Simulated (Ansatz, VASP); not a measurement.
**Two plane-wave programs on Si3F2**

INCAR

```
ALGO = Normal
EDIFF = 1E-6
ENCUT = 520
GGA = PE
ISIF = 2
ISMEAR = 0
LASPH = T
LCHARG = F
LREAL = F
LWAVE = F
NBANDS = 21
NELM = 100
PREC = Accurate
SIGMA = 0.1
```

KPOINTS

```
k-points
0
Gamma
  6 6 4
```

POSCAR

```
Si3F2
1.0
    3.6296370054      0.0000000000      0.0000000000
   -1.8148185027      3.1433578532      0.0000000000
    0.0000000000      0.0000000000      5.6471255947
Si F
3 2
Direct
    0.0000000000      0.0000000000      0.0000000000
    0.3333333333      0.6666666667      0.6450000000
    0.6666666667      0.3333333333      0.3550000000
    0.3333333333      0.6666666667      0.2450000000
    0.6666666667      0.3333333333      0.7550000000
```

Input for Ansatz:

```yaml
crystal:
  lattice:
    - [3.6296370054, 0.0, 0.0]
    - [-1.8148185027, 3.1433578532, 0.0]
    - [0.0, 0.0, 5.6471255947]
  atoms:
    - { symbol: Si, position: [0.0, 0.0, 0.0] }
    - { symbol: Si, position: [0.3333333333, 0.6666666667, 0.645] }
    - { symbol: Si, position: [0.6666666667, 0.3333333333, 0.355] }
    - { symbol: F, position: [0.3333333333, 0.6666666667, 0.245] }
    - { symbol: F, position: [0.6666666667, 0.3333333333, 0.755] }
basis:
  ecutwfc: 420
kpoints:
  mp_grid: { grid: [6, 6, 4] }
hamiltonian:
  xc: pbe
scf:
  occupations: { method: gaussian, width: 0.1 }
  lower_state_search: "off"
output:
  forces: true
  stress: true
  eigenvalues: true
```

Alike in both runs: task single point; functional PBE; k mesh 6 × 6 × 4; occupations gaussian, width 0.1 eV; no spin polarisation.

|  | VASP | Ansatz |
| --- | --- | --- |
| version | VASP 6.6.1 | Ansatz 0.2.0 |
| potentials or method | VASP PAW PBE potentials, release 64 (Si, F), cutoff 520 eV | scalar-relativistic, plane waves, PAW |
| valence electrons in the cell | 26 | 26 |

```csv
,VASP,Ansatz,Ansatz less VASP
gap on the k mesh at the Fermi level (eV),none,none,-
pressure (GPa),24.4,24.5,+0.12
"traceless stress, the component that is largest in VASP (GPa)",5.03,5.07,+0.049
rms of the force components (eV/Å),0.745,0.742,-0.0026
```

Atom by atom the forces differ by 0.004 eV/Å (rms over components). A gap of «none» marks a metal or a gap that the smearing closes.
